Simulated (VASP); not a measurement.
A run of VASP 6.6.1 is set up as follows.

Contents of INCAR:

```
PREC = Accurate
ENCUT = 520
EDIFF = 1E-6
ISMEAR = 0
SIGMA = 0.05
LREAL = F
LASPH = T
NELM = 80
ALGO = Normal
ISIF = 2
LWAVE = F
LCHARG = F
GGA = PE
NBANDS = 11
```

File KPOINTS:

```
regular mesh
0
Gamma
  12 12 12
```

POSCAR

```
C
1.0
    0.0000000000      1.8104285066      1.9462106446
    1.8104285066      0.0000000000      1.9462106446
    1.8104285066      1.8104285066      0.0000000000
C
2
Direct
    0.5000000000      0.5000000000      0.5000000000
    0.7500000000      0.7500000000      0.7500000000
```

Potentials or basis: VASP PAW PBE potentials, release 64 (C).

Run with:

```bash
$ cat potpaw_PBE.64/C/POTCAR > POTCAR
$ mpirun -np 1 vasp_std > vasp.out
```

(1) Predict the band gap on the k mesh.

(2) What does it give for the pressure?

Results:

(1) 3.05 eV, indirect (least direct gap 4.67 eV).

(2) -39.1 GPa.
